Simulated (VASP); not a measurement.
# Ag (Pm-3m) in VASP: further runs

Ag is run at these levels: PBE; tasks: single point.

Program: VASP 6.6.1. These are calculated values, not measurements. Logs are shortened: lines on timing, memory, paths and dates and some standing lists are left out, and cuts for length are marked.

### 1 The cell of the first run

Symmetry: Pm-3m, No. 221, cubic system. Conventional cell: a = 2.320 Å, b = 2.320 Å, c = 2.320 Å, α = 90.00°, β = 90.00°, γ = 90.00°. Ag (site symmetry m-3m) has 6 Ag at 2.32 Å within 3.1 Å.

### 2 Single point, PBE (volume scaled by 0.6)

File INCAR:

```
SYSTEM = Ag
  PREC = Accurate
  ENCUT = 520
  EDIFF = 1E-6
  ISMEAR = -1
  SIGMA = 0.08
  LREAL = .False.
  LASPH = .True.
  NELM = 80
  ALGO = Normal
  ISIF = 2
  LWAVE = .False.
  LCHARG = .False.
  GGA = PE
  NBANDS = 12
```

File KPOINTS:

```
regular mesh
0
Gamma
  16 16 16
  0 0 0
```

File POSCAR:

```
Ag
1.0
    2.3203519192      0.0000000000      0.0000000000
    0.0000000000      2.3203519192      0.0000000000
    0.0000000000      0.0000000000      2.3203519192
Ag
1
Direct
    0.0000000000      0.0000000000      0.0000000000
```

Potentials or basis: VASP PAW PBE potentials, release 64 (Ag).

On the command line:

```console
$ cat potpaw_PBE.64/Ag/POTCAR > POTCAR
$ mpirun -np 1 vasp_std > vasp.out
```

OUTCAR:

```text
SYSTEM = Ag
   PREC = Accurate
   ENCUT = 520
   EDIFF = 1E-6
   ISMEAR = -1
   LREAL = .False.
   LASPH = .True.
   NELM = 80
   ISIF = 2
   GGA = PE

 ion  position               nearest neighbor table
   1  0.000  0.000  0.000-

  LATTYP: Found a simple cubic cell.
 ALAT       =     2.3203519192

  Lattice vectors:

 A1 = (   2.3203519192,   0.0000000000,   0.0000000000)
 A2 = (   0.0000000000,   2.3203519192,   0.0000000000)
 A3 = (   0.0000000000,   0.0000000000,   2.3203519192)

Analysis of symmetry for initial positions (statically):
=====================================================================
 Subroutine PRICEL returns:
 Original cell was already a primitive cell.

 Routine SETGRP: Setting up the symmetry group for a
 simple cubic supercell.

 Subroutine GETGRP returns: Found 48 space group operations
 (whereof 48 operations were pure point group operations)
 out of a pool of 48 trial point group operations.

The static configuration has the point symmetry O_h .

Analysis of symmetry for dynamics (positions and initial velocities):
=====================================================================
 Subroutine PRICEL returns:
 Original cell was already a primitive cell.

 Routine SETGRP: Setting up the symmetry group for a
 simple cubic supercell.

 Subroutine GETGRP returns: Found 48 space group operations
 (whereof 48 operations were pure point group operations)
 out of a pool of 48 trial point group operations.

The dynamic configuration has the point symmetry O_h .

 Subroutine INISYM returns: Found 48 space group operations
 (whereof 48 operations are pure point group operations),
 and found     1 'primitive' translations

----------------------------------------------------------------------------------------

                                     Primitive cell

  volume of cell :      12.4929

  direct lattice vectors                    reciprocal lattice vectors
     2.320351919  0.000000000  0.000000000     0.430969109  0.000000000  0.000000000
     0.000000000  2.320351919  0.000000000     0.000000000  0.430969109  0.000000000
     0.000000000  0.000000000  2.320351919     0.000000000  0.000000000  0.430969109

  length of vectors
     2.320351919  2.320351919  2.320351919     0.430969109  0.430969109  0.430969109

  position of ions in fractional coordinates (direct lattice)
     0.000000000  0.000000000  0.000000000

  ion indices of the primitive-cell ions
   primitive index   ion index
                 1           1
[... 73 lines left out ...]
   LREAL  =      F    real-space projection
   EDIFFG = 0.1E-04   stopping-criterion for IOM
   NSW    =      0    number of steps for IOM
   IBRION =     -1    ionic relax: 0-MD 1-quasi-New 2-CG
   NFREE  =      0    steps in history (QN), initial steepest desc. (CG)
   ISIF   =      2    stress and relaxation
   ISYM   =      2    0-nonsym 1-usesym 2-fastsym
   POTIM  = 0.5000    time-step for ionic-motion
   TEBEG  =    0.0;   TEEND  =   0.0 temperature during run
   PSTRESS=    0.0 pullay stress
   NELECT =      11.0000    total number of electrons
   NUPDOWN=      -1.0000    fix difference up-down
   EMIN   =  10.00;   EMAX   =-10.00  energy-range for DOS
   EFERMI =   0.00;   METHOD = LEGACY
   ISMEAR =    -1;   SIGMA  =   0.08  broadening in eV -4-tet -1-fermi 0-gaus
   EFERMI_NEDOS =   21; number of points for ismear=-14 and -15
   IALGO  =     38    algorithm
   IMIX   =      4    mixing-type and parameters
     AMIX     =   0.40;   BMIX     =  1.00
     AMIX_MAG =   1.60;   BMIX_MAG =  1.00
  volume/ion in A,a.u.               =      12.49        84.31
  Fermi-wavevector in a.u.,A,eV,Ry     =   1.569105  2.965178 33.498754  2.462089
  Thomas-Fermi vector in A             =   2.671037
   LORBIT       =      0    0 simple, 1 ext, 2 COOP (PROOUT), +10 PAW based schemes
   GGA     = PE    functional components
   LHFCALC =     F    Hartree Fock is set to
   AEXX    =    0.0000 exact exchange contribution
   IVDW    =     0    specifies the selected vdW correction
   LEPSILON=     F    determine dielectric tensor
   LRPA    =     F    only Hartree local field effects (RPA)
 non-spin polarized calculation
  energy-cutoff  :      520.00
  volume of cell :       12.49
 maximum number of plane-waves:       356
 NGX is ok and might be reduce to    18
   NGX =  9   NGY =  9   NGZ =  9

 number of electron      11.0000001 magnetization

 Free energy of the ion-electron system (eV)
  ---------------------------------------------------
  ext. energy  EPLUGINS =         0.00000000
  ---------------------------------------------------
  free energy    TOTEN  =        -0.26546642 eV

  energy without entropy =       -0.26274909  energy(sigma->0) =       -0.26410775

 E-fermi :  13.5453     XC(G=0): -14.0526

 val. band max:       13.4614596745   @ k =   0.3750   0.3125   0.0625
 cond. band min:      13.8393861067   @ k =   0.5000   0.1875   0.0000
 fundamental gap:      0.3779264322
 Fermi energy:        13.5453314246

 k-point     1 :       0.0000    0.0000    0.0000
  band No.  band energies     occupation
      1       3.4573      2.00000
      2       4.2416      2.00000
      3       4.2416      2.00000
      4      10.8693      2.00000
      5      10.8693      2.00000
      6      10.8693      2.00000
      7      31.3128      0.00000
      8      31.3128      0.00000
      9      31.3128      0.00000
     10      39.4859      0.00000
     11      39.4859      0.00000
     12      40.0856      0.00000
[... 331 lines left out ...]
 k-point    24 :       0.5000    0.1250    0.0000
  band No.  band energies     occupation
      1       5.2120      2.00000
      2       6.3146      2.00000
      3       7.2139      2.00000
      4       8.5811      2.00000
      5      10.7419      2.00000
      6      12.7255      1.99993
      7      18.1312      0.00000
      8      31.8540      0.00000
      9      35.6698      0.00000
     10      36.4921      0.00000
     11      40.2794      0.00000
     12      43.5845      0.00000

 [... further k-points ...]
[... 5 lines left out ...]
  --------------------------------------------------------------------------------------
  -------------------------------------------------------------------------------------
  Total       10.9803085     10.9803085     10.9803085      0.0000000      0.0000000      0.0000000
  in kB     1408.1974441   1408.1974441   1408.1974441      0.0000000      0.0000000      0.0000000
  external PRESSURE =    1408.1974441 kB  Pullay stress =       0.0000000 kB

 VOLUME and BASIS-vectors are now :
 -----------------------------------------------------------------------------
  energy-cutoff  :      520.00
  volume of cell :       12.49
      direct lattice vectors                 reciprocal lattice vectors
     2.320351919  0.000000000  0.000000000     0.430969109  0.000000000  0.000000000
     0.000000000  2.320351919  0.000000000     0.000000000  0.430969109  0.000000000
     0.000000000  0.000000000  2.320351919     0.000000000  0.000000000  0.430969109

 POSITION                                       TOTAL-FORCE (eV/Angst)
 -----------------------------------------------------------------------------------
      0.00000      0.00000      0.00000         0.000000      0.000000      0.000000
 -----------------------------------------------------------------------------------
    total drift:                               -0.000000      0.000000      0.000000

  FREE ENERGIE OF THE ION-ELECTRON SYSTEM (eV)
  ---------------------------------------------------
  free  energy   TOTEN  =        -0.2654664150 eV

  energy  without entropy=       -0.2627490890  energy(sigma->0) =       -0.26410775
```

OSZICAR:

```text
N       E                     dE             d eps       ncg     rms          rms(c)
DAV:   1     0.564605017846E+02    0.56461E+02   -0.56308E+03  3996   0.868E+02
DAV:   2     0.338556170659E+00   -0.56122E+02   -0.53464E+02  4672   0.215E+02
DAV:   3    -0.520272473982E+00   -0.85883E+00   -0.85847E+00  4532   0.267E+01
DAV:   4    -0.522646063108E+00   -0.23736E-02   -0.23735E-02  4508   0.146E+00
DAV:   5    -0.522659887402E+00   -0.13824E-04   -0.13823E-04  4576   0.988E-02    0.165E+01
DAV:   6    -0.317804922853E+00    0.20485E+00   -0.38044E-01  4504   0.596E+00    0.979E+00
DAV:   7    -0.269677222597E+00    0.48128E-01   -0.63477E-02  4716   0.233E+00    0.245E+00
DAV:   8    -0.265441348039E+00    0.42359E-02   -0.52132E-03  4276   0.784E-01    0.962E-02
DAV:   9    -0.265459840795E+00   -0.18493E-04   -0.27104E-05  4480   0.504E-02    0.128E-02
DAV:  10    -0.265466326907E+00   -0.64861E-05   -0.30985E-06  4556   0.135E-02    0.237E-03
DAV:  11    -0.265466415047E+00   -0.88140E-07   -0.40804E-08  2328   0.167E-03
   1 F= -.26546642E+00 E0= -.26410775E+00  d E =-.271733E-02
```

stdout:

```text
POSCAR found type information on POSCAR Ag
 POSCAR found :  1 types and       1 ions
 scaLAPACK will be used
 LDA part: xc-table for (Slater+PW92), standard interpolation
 POSCAR, INCAR and KPOINTS ok, starting setup
 FFT: planning ... GRIDC
 FFT: planning ... GRID_SOFT
 FFT: planning ... GRID
 WAVECAR not read
 entering main loop
```

It took 11 s on 1 thread of Intel Xeon 6975P-C, shared host; peak memory 0.14 GiB.

What came out:

```yaml
Free_energy: -0.2655 eV
Pressure: 140.8 GPa
```

### 3 Single point, PBE (volume scaled by 0.68)

File INCAR:

```
SYSTEM = Ag
  PREC = Accurate
  ENCUT = 520
  EDIFF = 1E-7
  ISMEAR = -1
  SIGMA = 0.08
  LREAL = .False.
  LASPH = .True.
  NELM = 100
  ALGO = Normal
  ISIF = 2
  LWAVE = .False.
  LCHARG = .True.
  GGA = PE
  LELF = .True.
  LVHAR = .True.
  NBANDS = 12
```

File KPOINTS:

```
Automatic mesh
0
Gamma
  16 16 16
  0 0 0
```

File POSCAR:

```
Ag
1.0
    2.4192072676      0.0000000000      0.0000000000
    0.0000000000      2.4192072676      0.0000000000
    0.0000000000      0.0000000000      2.4192072676
Ag
1
Direct
    0.0000000000      0.0000000000      0.0000000000
```

Potentials or basis: VASP PAW PBE potentials, release 64 (Ag).

On the command line:

```console
$ cat potpaw_PBE.64/Ag/POTCAR > POTCAR
$ mpirun -np 1 vasp_std > vasp.out
```

Wall time 13 s (1 thread of Intel Xeon 6975P-C, shared host); peak memory 0.14 GiB.

Results (log left out):

* Free energy: -1.3565 eV
* Pressure: 75.4 GPa

Levels at points of the mesh, in eV from the Fermi level:
| k point | band 2 | band 3 | band 4 | band 5 | band 6 | band 7 | band 8 | band 9 |
| --- | --- | --- | --- | --- | --- | --- | --- | --- |
| (0.00, 0.00, 0.00) | -8.12 | -8.12 | -2.68 | -2.68 | -2.68 | 16.87 | 16.87 | 16.87 |
| (0.50, 0.00, 0.00) | -6.99 | -4.56 | -4.56 | -2.50 | -1.71 | 3.69 | 18.25 | 22.00 |
| (0.50, 0.50, 0.00) | -6.65 | -4.21 | -4.21 | -1.25 | 4.40 | 4.40 | 11.84 | 12.08 |
| (0.50, 0.50, 0.50) | -7.35 | -7.35 | -1.13 | -1.13 | 9.97 | 11.24 | 11.24 | 11.24 |
